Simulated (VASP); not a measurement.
# S (Fd-3m) in VASP: notebook, part 2 of 2

VASP 6.6.1.

### Step 3. Density of states, PBEsol

This run uses another cell than the first one, of 22.92 Å³/atom, 1.316 times its volume.

File POSCAR:

```
S
1.0
    0.0000000000      2.8407323546      2.8407323546
    2.8407323546      0.0000000000      2.8407323546
    2.8407323546      2.8407323546      0.0000000000
S
2
Direct
   -0.1250000000     -0.1250000000     -0.1250000000
    0.1250000000      0.1250000000      0.1250000000
```

File INCAR.step1:

```
PREC = Accurate ; ENCUT = 520
EDIFF = 1E-6 ; ISMEAR = -1
SIGMA = 0.05 ; LREAL = False
LASPH = True ; NELM = 80
ALGO = Normal ; ISIF = 2
LWAVE = False ; LCHARG = True
GGA = PS ; NBANDS = 13
```

File KPOINTS.step1:

```
Automatic mesh
0
Gamma
  13 13 13
```

File INCAR.step2:

```
PREC = Accurate ; ENCUT = 520
EDIFF = 1E-6 ; ISMEAR = -5
SIGMA = 0.05 ; LREAL = False
LASPH = True ; NELM = 80
ALGO = Normal ; ISIF = 2
LWAVE = False ; LCHARG = False
GGA = PS ; LORBIT = 10
NEDOS = 2001 ; ICHARG = 11
```

File KPOINTS.step2:

```
Automatic mesh
0
Gamma
  20 20 20
```

Potentials or basis: VASP PAW PBE potentials, release 64 (S).

Run with:

```bash
$ cat potpaw_PBE.64/S/POTCAR > POTCAR
$ cp INCAR.step1 INCAR
$ cp KPOINTS.step1 KPOINTS
$ mpirun -np 1 vasp_std > vasp.out
$ cp INCAR.step2 INCAR
$ cp KPOINTS.step2 KPOINTS
$ mpirun -np 1 vasp_std > vasp.out
```

OUTCAR:

```text
PREC = Accurate
   ENCUT = 520
   EDIFF = 1E-6
   ISMEAR = -5
   LREAL = False
   LASPH = True
   NELM = 80
   ISIF = 2
   GGA = PS
   LORBIT = 10
   ICHARG = 11

 ion  position               nearest neighbor table
   1  0.875  0.875  0.875-   2 2.46   2 2.46   2 2.46   2 2.46
   2  0.125  0.125  0.125-   1 2.46   1 2.46   1 2.46   1 2.46

  LATTYP: Found a face centered cubic cell.
 ALAT       =     5.6814647092

  Lattice vectors:

 A1 = (   0.0000000000,   2.8407323546,   2.8407323546)
 A2 = (   2.8407323546,   0.0000000000,   2.8407323546)
 A3 = (   2.8407323546,   2.8407323546,   0.0000000000)

Analysis of symmetry for initial positions (statically):
=====================================================================
 Subroutine PRICEL returns:
 Original cell was already a primitive cell.

 Routine SETGRP: Setting up the symmetry group for a
 face centered cubic supercell.

 Subroutine GETGRP returns: Found 48 space group operations
 (whereof 12 operations were pure point group operations)
 out of a pool of 48 trial point group operations.

The static configuration has the point symmetry D_3d.
 The point group associated with its full space group is O_h .

Analysis of symmetry for dynamics (positions and initial velocities):
=====================================================================
 Subroutine PRICEL returns:
 Original cell was already a primitive cell.

 Routine SETGRP: Setting up the symmetry group for a
 face centered cubic supercell.

 Subroutine GETGRP returns: Found 48 space group operations
 (whereof 12 operations were pure point group operations)
 out of a pool of 48 trial point group operations.

The dynamic configuration has the point symmetry D_3d.
 The point group associated with its full space group is O_h .

 Subroutine INISYM returns: Found 48 space group operations
 (whereof 12 operations are pure point group operations),
 and found     1 'primitive' translations

----------------------------------------------------------------------------------------

                                     Primitive cell

  volume of cell :      45.8481

  direct lattice vectors                    reciprocal lattice vectors
     0.000000000  2.840732355  2.840732355    -0.176010950  0.176010950  0.176010950
     2.840732355  0.000000000  2.840732355     0.176010950 -0.176010950  0.176010950
     2.840732355  2.840732355  0.000000000     0.176010950  0.176010950 -0.176010950

  length of vectors
     4.017402223  4.017402223  4.017402223     0.304859908  0.304859908  0.304859908

  position of ions in fractional coordinates (direct lattice)
     0.875000000  0.875000000  0.875000000
     0.125000000  0.125000000  0.125000000

  ion indices of the primitive-cell ions
   primitive index   ion index
                 1           1
                 2           2

----------------------------------------------------------------------------------------

 KPOINTS: Automatic mesh

Automatic generation of k-mesh.
[... 27 lines left out ...]
  0.100000  0.000000  0.000000      8.000000
  0.150000  0.000000  0.000000      8.000000
  0.200000  0.000000  0.000000      8.000000
  0.250000  0.000000  0.000000      8.000000
[... 16 lines left out ...]
 -0.400000  0.050000  0.000000     24.000000
 -0.350000  0.050000  0.000000     24.000000
 [... further k-points ...]
   k-points           NKPTS =    256   k-points in BZ     NKDIM =    256   number of bands    NBANDS=     10
   number of dos      NEDOS =   2001   number of ions     NIONS =      2
   total plane-waves  NPLWV =  27000
   dimension x,y,z NGX =    30 NGY =   30 NGZ =   30
   dimension x,y,z NGXF=    60 NGYF=   60 NGZF=   60
   ions per type =               2
   NGX,Y,Z   is equivalent  to a cutoff of  12.41, 12.41, 12.41 a.u.
   NGXF,Y,Z  is equivalent  to a cutoff of  24.83, 24.83, 24.83 a.u.
 SYSTEM =  unknown system
   PREC   = accura    normal or accurate (medium, high low for compatibility)
   ISTART =      0    job   : 0-new  1-cont  2-samecut
   ICHARG =     11    charge: 1-file 2-atom 10-const
   ISPIN  =      1    spin polarized calculation?
   LNONCOLLINEAR =      F non collinear calculations
   LSORBIT =      F    spin-orbit coupling
   LASPH  =      T    aspherical Exc in radial PAW
   ENCUT  =  520.0 eV  38.22 Ry    6.18 a.u.   7.47  7.47  7.47*2*pi/ulx,y,z
   NELM   =     80;   NELMIN=  2; NELMDL=  0     # of ELM steps
   EDIFF  = 0.1E-05   stopping-criterion for ELM
   LREAL  =      F    real-space projection
   EDIFFG = 0.1E-04   stopping-criterion for IOM
   NSW    =      0    number of steps for IOM
   IBRION =     -1    ionic relax: 0-MD 1-quasi-New 2-CG
   NFREE  =      0    steps in history (QN), initial steepest desc. (CG)
   ISIF   =      2    stress and relaxation
   ISYM   =      2    0-nonsym 1-usesym 2-fastsym
   POTIM  = 0.5000    time-step for ionic-motion
   TEBEG  =    0.0;   TEEND  =   0.0 temperature during run
   PSTRESS=    0.0 pullay stress
   NELECT =      12.0000    total number of electrons
   NUPDOWN=      -1.0000    fix difference up-down
   EMIN   =  10.00;   EMAX   =-10.00  energy-range for DOS
   EFERMI =   0.00;   METHOD = LEGACY
   ISMEAR =    -5;   SIGMA  =   0.05  broadening in eV -4-tet -1-fermi 0-gaus
   EFERMI_NEDOS =   21; number of points for ismear=-14 and -15
   IALGO  =     38    algorithm
   IMIX   =      4    mixing-type and parameters
     AMIX     =   0.40;   BMIX     =  1.00
     AMIX_MAG =   1.60;   BMIX_MAG =  1.00
  volume/ion in A,a.u.               =      22.92       154.70
  Fermi-wavevector in a.u.,A,eV,Ry     =   1.047197  1.978915 14.920433  1.096621
  Thomas-Fermi vector in A             =   2.182067
   LORBIT       =     10    0 simple, 1 ext, 2 COOP (PROOUT), +10 PAW based schemes
   GGA     = PS    functional components
   LHFCALC =     F    Hartree Fock is set to
   AEXX    =    0.0000 exact exchange contribution
   IVDW    =     0    specifies the selected vdW correction
   LEPSILON=     F    determine dielectric tensor
   LRPA    =     F    only Hartree local field effects (RPA)
 non-spin polarized calculation
 Fermi weights with tetrahedron method with Bloechl corrections
  energy-cutoff  :      520.00
  volume of cell :       45.85
 maximum number of plane-waves:      1258
 NGX is ok and might be reduce to    30

 number of electron      11.9999997 magnetization

 Free energy of the ion-electron system (eV)
  ---------------------------------------------------
  ext. energy  EPLUGINS =         0.00000000
  ---------------------------------------------------
  free energy    TOTEN  =        -6.92028447 eV

  energy without entropy =       -6.92028447  energy(sigma->0) =       -6.92028447

 E-fermi :   3.9654     XC(G=0):  -9.1637

 val. band max:        4.0133634757   @ k =  -0.2500   0.2000   0.0000
 cond. band min:       3.9109659445   @ k =  -0.2000   0.2000   0.0000
 fundamental gap:     -0.1023975312
 Fermi energy:         3.9653551435

 k-point     1 :       0.0000    0.0000    0.0000
  band No.  band energies     occupation
      1     -12.1933      2.00000
      2      -4.8478      2.00000
      3      -0.0873      2.00000
      4      -0.0873      2.00000
      5      -0.0873      2.00000
      6       2.9480      2.00000
      7       2.9480      2.00000
      8       2.9480      2.00000
      9       9.3364      0.00000
     10      11.6626      0.00000
[... 287 lines left out ...]
 k-point    24 :      -0.3500    0.0500    0.0000
  band No.  band energies     occupation
      1     -11.1702      2.00000
      2      -7.4105      2.00000
      3      -1.0943      2.00000
      4      -0.7632      2.00000
      5      -0.0579      2.00000
      6       3.9963      0.78496
      7       4.0780     -0.00120
      8       5.4295      0.00000
      9      11.0865      0.00000
     10      11.2638      0.00000

 [... further k-points ...]
[... 5 lines left out ...]
  --------------------------------------------------------------------------------------
  -------------------------------------------------------------------------------------
  Total        0.0216456      0.0216456      0.0216456      0.0000000      0.0000000     -0.0000000
  in kB        0.7564128      0.7564128      0.7564128      0.0000000      0.0000000     -0.0000000
  external PRESSURE =       0.7564128 kB  Pullay stress =       0.0000000 kB

 VOLUME and BASIS-vectors are now :
 -----------------------------------------------------------------------------
  energy-cutoff  :      520.00
  volume of cell :       45.85
      direct lattice vectors                 reciprocal lattice vectors
     0.000000000  2.840732355  2.840732355    -0.176010950  0.176010950  0.176010950
     2.840732355  0.000000000  2.840732355     0.176010950 -0.176010950  0.176010950
     2.840732355  2.840732355  0.000000000     0.176010950  0.176010950 -0.176010950

 POSITION                                       TOTAL-FORCE (eV/Angst)
 -----------------------------------------------------------------------------------
      4.97128      4.97128      4.97128         0.000000      0.000000      0.000000
      0.71018      0.71018      0.71018        -0.000000     -0.000000     -0.000000
 -----------------------------------------------------------------------------------
    total drift:                               -0.000000      0.000000      0.000000

  FREE ENERGIE OF THE ION-ELECTRON SYSTEM (eV)
  ---------------------------------------------------
  free  energy   TOTEN  =        -6.9202844705 eV

  energy  without entropy=       -6.9202844705  energy(sigma->0) =       -6.92028447

 total charge

# of ion       s       p       d       tot
------------------------------------------
    1        1.447   2.044   0.000   3.491
    2        1.447   2.044   0.000   3.491
--------------------------------------------------
tot          2.894   4.089   0.000   6.983
```

OSZICAR.step1:

```text
N       E                     dE             d eps       ncg     rms          rms(c)
DAV:   1     0.448954289092E+02    0.44895E+02   -0.51652E+03  2184   0.780E+02
DAV:   2    -0.430788756147E+01   -0.49203E+02   -0.46306E+02  3220   0.132E+02
DAV:   3    -0.690524794206E+01   -0.25974E+01   -0.25634E+01  2829   0.315E+01
DAV:   4    -0.693373020926E+01   -0.28482E-01   -0.28470E-01  2704   0.402E+00
DAV:   5    -0.693422948922E+01   -0.49928E-03   -0.49926E-03  2914   0.529E-01    0.162E+01
DAV:   6    -0.692964662427E+01    0.45829E-02   -0.19863E-03  2744   0.307E-01    0.970E+00
DAV:   7    -0.692741617822E+01    0.22304E-02   -0.39092E-03  2799   0.422E-01    0.103E-01
DAV:   8    -0.692742929723E+01   -0.13119E-04   -0.21119E-04  2679   0.959E-02    0.356E-02
DAV:   9    -0.692743417575E+01   -0.48785E-05   -0.61688E-06  2842   0.160E-02    0.119E-02
DAV:  10    -0.692743508660E+01   -0.91085E-06   -0.52356E-07  1967   0.476E-03
   1 F= -.69274351E+01 E0= -.69189376E+01  d E =-.169950E-01
```

It took 47 s on 1 thread of AMD EPYC 9R45 (Zen 5), shared host; peak memory 0.19 GiB.

Results:

* Valence electrons inside the program's atomic spheres: S 3.49

Caveat: the PAW data sets were made with another functional, which shifts forces and pressure a little; tetrahedron occupations give inexact forces and stress in metals.

### Step 4. Density of states, PBEsol (volume scaled by 0.45)

File POSCAR:

```
S
1.0
    0.0000000000      2.1768799982      2.1768799982
    2.1768799982      0.0000000000      2.1768799982
    2.1768799982      2.1768799982      0.0000000000
S
2
Direct
   -0.1250000000     -0.1250000000     -0.1250000000
    0.1250000000      0.1250000000      0.1250000000
```

File INCAR.step1:

```
PREC = Accurate
ENCUT = 520
EDIFF = 1E-6
ISMEAR = -1
SIGMA = 0.05
LREAL = F
LASPH = T
NELM = 80
ALGO = Normal
ISIF = 2
LWAVE = F
LCHARG = T
GGA = PS
NBANDS = 13
```

KPOINTS.step1 is that of step 3.

File INCAR.step2:

```
PREC = Accurate
ENCUT = 520
EDIFF = 1E-6
ISMEAR = -5
SIGMA = 0.05
LREAL = F
LASPH = T
NELM = 80
ALGO = Normal
ISIF = 2
LWAVE = F
LCHARG = F
GGA = PS
LORBIT = 11
NEDOS = 1001
ICHARG = 11
```

KPOINTS.step2 is that of step 3.

Potentials or basis: VASP PAW PBE potentials, release 64 (S).

Run with:

```bash
$ cat potpaw_PBE.64/S/POTCAR > POTCAR
$ cp INCAR.step1 INCAR
$ cp KPOINTS.step1 KPOINTS
$ mpirun -np 1 vasp_std > vasp.out
$ cp INCAR.step2 INCAR
$ cp KPOINTS.step2 KPOINTS
$ mpirun -np 1 vasp_std > vasp.out
```

OUTCAR:

```text
PREC = Accurate
   ENCUT = 520
   EDIFF = 1E-6
   ISMEAR = -5
   LREAL = F
   LASPH = T
   NELM = 80
   ISIF = 2
   GGA = PS
   LORBIT = 11
   ICHARG = 11

 ion  position               nearest neighbor table
   1  0.875  0.875  0.875-   2 1.89   2 1.89   2 1.89   2 1.89
   2  0.125  0.125  0.125-   1 1.89   1 1.89   1 1.89   1 1.89

  LATTYP: Found a face centered cubic cell.
 ALAT       =     4.3537599964

  Lattice vectors:

 A1 = (   0.0000000000,   2.1768799982,   2.1768799982)
 A2 = (   2.1768799982,   0.0000000000,   2.1768799982)
 A3 = (   2.1768799982,   2.1768799982,   0.0000000000)

Analysis of symmetry for initial positions (statically):
=====================================================================
 Subroutine PRICEL returns:
 Original cell was already a primitive cell.

 Routine SETGRP: Setting up the symmetry group for a
 face centered cubic supercell.

 Subroutine GETGRP returns: Found 48 space group operations
 (whereof 12 operations were pure point group operations)
 out of a pool of 48 trial point group operations.
[... 174 lines left out ...]
  band No.  band energies     occupation
      1      -9.3443      2.00000
      2       7.8144      2.00000
      3       7.8144      2.00000
      4       7.8144      2.00000
      5      12.6062      2.00000
      6      12.6062      2.00000
      7      12.6062      2.00000
      8      13.9161      2.00000
      9      20.9939      0.00000
     10      20.9939      0.00000
[... 287 lines left out ...]
 k-point    24 :      -0.3500    0.0500    0.0000
  band No.  band energies     occupation
      1      -6.9237      2.00000
      2      -0.2022      2.00000
      3       5.9420      2.00000
      4       6.4626      2.00000
      5      11.8586      2.00000
      6      14.1726      2.00000
      7      14.3117      2.00000
      8      20.7799      0.00000
      9      21.2844      0.00000
     10      23.1752      0.00000

 [... further k-points ...]
[... 5 lines left out ...]
  --------------------------------------------------------------------------------------
  -------------------------------------------------------------------------------------
  Total       16.0517812     16.0517812     16.0517812     -0.0000000      0.0000000     -0.0000000
  in kB     1246.5231556   1246.5231556   1246.5231556     -0.0000000      0.0000000     -0.0000000
  external PRESSURE =    1246.5231556 kB  Pullay stress =       0.0000000 kB

 VOLUME and BASIS-vectors are now :
 -----------------------------------------------------------------------------
  energy-cutoff  :      520.00
  volume of cell :       20.63
      direct lattice vectors                 reciprocal lattice vectors
     0.000000000  2.176879998  2.176879998    -0.229686524  0.229686524  0.229686524
     2.176879998  0.000000000  2.176879998     0.229686524 -0.229686524  0.229686524
     2.176879998  2.176879998  0.000000000     0.229686524  0.229686524 -0.229686524

 POSITION                                       TOTAL-FORCE (eV/Angst)
 -----------------------------------------------------------------------------------
      3.80954      3.80954      3.80954        -0.000000     -0.000000     -0.000000
      0.54422      0.54422      0.54422         0.000000      0.000000      0.000000
 -----------------------------------------------------------------------------------
    total drift:                                0.000000      0.000000      0.000000

  FREE ENERGIE OF THE ION-ELECTRON SYSTEM (eV)
  ---------------------------------------------------
  free  energy   TOTEN  =        -1.0918102867 eV

  energy  without entropy=       -1.0918102867  energy(sigma->0) =       -1.09181029

 total charge

# of ion       s       p       d       tot
------------------------------------------
    1        1.375   2.401   0.000   3.775
    2        1.375   2.401   0.000   3.775
--------------------------------------------------
tot          2.750   4.801   0.000   7.551
```

OSZICAR.step1:

```text
N       E                     dE             d eps       ncg     rms          rms(c)
DAV:   1     0.437493833769E+02    0.43749E+02   -0.60723E+03  2184   0.861E+02
DAV:   2     0.440965250184E+00   -0.43308E+02   -0.40688E+02  2906   0.156E+02
DAV:   3    -0.118405461891E+01   -0.16250E+01   -0.15887E+01  2869   0.282E+01
DAV:   4    -0.119440037690E+01   -0.10346E-01   -0.10341E-01  2565   0.255E+00
DAV:   5    -0.119448440618E+01   -0.84029E-04   -0.84027E-04  2888   0.221E-01    0.513E+01
DAV:   6    -0.111014898313E+01    0.84335E-01   -0.34907E-02  2570   0.120E+00    0.306E+01
DAV:   7    -0.107489488785E+01    0.35254E-01   -0.59058E-02  2675   0.161E+00    0.213E-01
DAV:   8    -0.107412556773E+01    0.76932E-03   -0.38415E-03  2550   0.446E-01    0.118E-01
DAV:   9    -0.107411071498E+01    0.14853E-04   -0.13247E-04  2881   0.762E-02    0.347E-02
DAV:  10    -0.107411193675E+01   -0.12218E-05   -0.41925E-06  2565   0.143E-02    0.145E-02
DAV:  11    -0.107411263694E+01   -0.70019E-06   -0.26951E-07  1557   0.423E-03
   1 F= -.10741126E+01 E0= -.10694855E+01  d E =-.925420E-02
```

Run time: 15 s. Hardware: 1 thread of Intel Xeon 6975P-C (Granite Rapids), shared host; peak memory 0.15 GiB.

Results:

| Property | Result |
| --- | --- |
| Valence electrons inside the program's atomic spheres | S 3.77 |

Levels at points of the mesh, in eV from the Fermi level:
| k point | band 3 | band 4 | band 5 | band 6 | band 7 | band 8 | band 9 | band 10 |
| --- | --- | --- | --- | --- | --- | --- | --- | --- |
| (0.00, 0.00, 0.00) | -7.36 | -7.36 | -2.56 | -2.56 | -2.56 | -1.25 | 5.82 | 5.82 |
| (0.50, 0.00, 0.00) | -8.98 | -8.98 | -3.78 | -1.06 | -1.06 | 6.52 | 9.91 | 9.92 |
| (0.50, 0.50, 0.00) | -11.17 | -11.17 | -4.60 | -4.60 | 8.11 | 8.11 | 10.24 | 10.24 |

Caveat: the cell differs from its parent crystal (volume scaled by 0.45); the PAW data sets were made with another functional, which shifts forces and pressure a little; tetrahedron occupations give inexact forces and stress in metals.

### Step 5. Density of states, PBEsol (volume scaled by 0.45)

POSCAR is that of step 4.

File INCAR.step1:

```
SYSTEM = S
  PREC = Accurate
  ENCUT = 520
  EDIFF = 1E-7
  ISMEAR = -1
  SIGMA = 0.05
  LREAL = .False.
  LASPH = .True.
  NELM = 60
  ALGO = Normal
  ISIF = 2
  LWAVE = .False.
  LCHARG = .True.
  GGA = PS
  NBANDS = 13
```

File KPOINTS.step1:

```
regular mesh
0
Gamma
  13 13 13
  0 0 0
```

File INCAR.step2:

```
SYSTEM = S
  PREC = Accurate
  ENCUT = 520
  EDIFF = 1E-7
  ISMEAR = -5
  SIGMA = 0.05
  LREAL = .False.
  LASPH = .True.
  NELM = 60
  ALGO = Normal
  ISIF = 2
  LWAVE = .False.
  LCHARG = .False.
  GGA = PS
  LORBIT = 11
  NBANDS = 13
  NEDOS = 2001
  ICHARG = 11
```

File KPOINTS.step2:

```
regular mesh
0
Gamma
  20 20 20
  0 0 0
```

Run with:

```bash
$ cat potpaw_PBE.64/S/POTCAR > POTCAR
$ cp INCAR.step1 INCAR
$ cp KPOINTS.step1 KPOINTS
$ mpirun -np 1 vasp_std > vasp.out
$ cp INCAR.step2 INCAR
$ cp KPOINTS.step2 KPOINTS
$ mpirun -np 1 vasp_std > vasp.out
```

It took 17 s on 1 thread of Intel Xeon 6975P-C (Granite Rapids), shared host; peak memory 0.16 GiB.

It converged, with:

| Quantity | Value |
| --- | --- |
| Valence electrons inside the program's atomic spheres | S 3.77 |

Levels at points of the mesh, in eV from the Fermi level:
| k point | band 2 | band 3 | band 4 | band 5 | band 6 | band 7 | band 8 | band 9 | band 10 | band 11 |
| --- | --- | --- | --- | --- | --- | --- | --- | --- | --- | --- |
| (0.00, 0.00, 0.00) | -7.36 | -7.36 | -7.36 | -2.56 | -2.56 | -2.56 | -1.25 | 5.82 | 5.82 | 7.33 |
| (0.50, 0.00, 0.00) | -17.00 | -8.98 | -8.98 | -3.78 | -1.06 | -1.06 | 6.52 | 9.91 | 9.91 | 10.76 |
| (0.50, 0.50, 0.00) | -18.45 | -11.17 | -11.17 | -4.60 | -4.60 | 8.11 | 8.11 | 10.24 | 10.24 | 12.94 |

Caveat: the cell differs from its parent crystal (volume scaled by 0.45); the PAW data sets were made with another functional, which shifts forces and pressure a little; tetrahedron occupations give inexact forces and stress in metals.
